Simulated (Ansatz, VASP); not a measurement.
# Zr2SeS2 in VASP and in Ansatz

```
CELL_PARAMETERS angstrom
4.35441 0.00000 0.00000
-2.17721 3.77103 0.00000
0.00000 0.00000 6.44635
ATOMIC_POSITIONS crystal
Zr 0.33333 0.66667 0.71739
Zr 0.66667 0.33333 0.28261
Se 0.00000 0.00000 0.00000
S 0.33333 0.66667 0.32389
S 0.66667 0.33333 0.67611
```

Change from the starting cell: species swapped into the YbMn2Sb2 type (P-3m1, No. 164).

Alike in both runs: functional PBE; k mesh 6 × 6 × 4; occupations gaussian, width 0.1 eV; no spin polarisation.

Ansatz relaxed the structure, and its values are those at the end. VASP's run is a single point on that final structure, the one shown.

```csv
,VASP,Ansatz
version,VASP 6.6.1,Ansatz 0.2.0
potentials or method,"VASP PAW PBE potentials, release 64 (Zr_sv, Se, S), cutoff 520 eV","scalar-relativistic, plane waves, PAW"
valence electrons in the cell,42,52
```

|  | VASP | Ansatz | Ansatz less VASP |
| --- | --- | --- | --- |
| gap on the k mesh at the Fermi level (eV) | none | none | - |
| pressure (GPa) | 0.2 | 0.2 | -0.01 |
| rms of the force components (eV/Å) | 0.009 | 0.011 | +0.0017 |

A gap of «none» marks a metal or a gap that the smearing closes. The functional is the same, so the differences come from potentials, cutoffs and numerics. VASP's potentials hold 42 valence electrons a cell and Ansatz's 52, so a difference there can come from the potentials and not from the codes.
